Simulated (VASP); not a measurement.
Input of a VASP 6.6.1 run:

INCAR

```
PREC = Accurate ; ENCUT = 520
EDIFF = 1E-7 ; ISMEAR = 0
SIGMA = 0.02 ; LREAL = F
LASPH = T ; NELM = 60
ALGO = Normal ; ISIF = 2
LWAVE = F ; LCHARG = T
GGA = PS ; LELF = T
LVHAR = T ; NBANDS = 28
```

File KPOINTS:

```
Automatic mesh
0
Gamma
  8 8 8
```

POSCAR

```
BaTiO3
1.0
    3.9557417097      0.0000000000      0.0000000000
    0.0000000000      3.9557417097      0.0000000000
    0.0000000000      0.0000000000      4.0433218743
Ba Ti O
1 1 3
Direct
    0.0000000000      0.0000000000     -0.0048958014
    0.5000000000      0.5000000000      0.4799359844
    0.5000000000      0.5000000000      0.0247643276
    0.5000000000      0.0000000000      0.5140977447
    0.0000000000      0.5000000000      0.5140977447
```

Potentials or basis: VASP PAW PBE potentials, release 64 (Ba_sv, Ti_sv, O).

Command:

```console
$ cat potpaw_PBE.64/Ba_sv/POTCAR potpaw_PBE.64/Ti_sv/POTCAR potpaw_PBE.64/O/POTCAR > POTCAR
$ mpirun -np 1 vasp_std > vasp.out
```

Task: What does it give for the band gap on the k mesh?

Result: 1.78 eV, indirect (least direct gap 2.19 eV).

Task: Predict the largest force.

Result: 0.054 eV/Å.

Task: Estimate the pressure.

Result: 1.9 GPa.

Stress tensor (GPa, compression positive):
```
1.92 0.00 0.00
0.00 1.92 0.00
0.00 0.00 2.00
```

Caveat: the PAW data sets were made with another functional, which shifts forces and pressure a little; spin-orbit coupling is left out, which moves the levels of the heavy elements. Expect the measured gap to be larger: semilocal functionals such as PBEsol lack the derivative discontinuity.
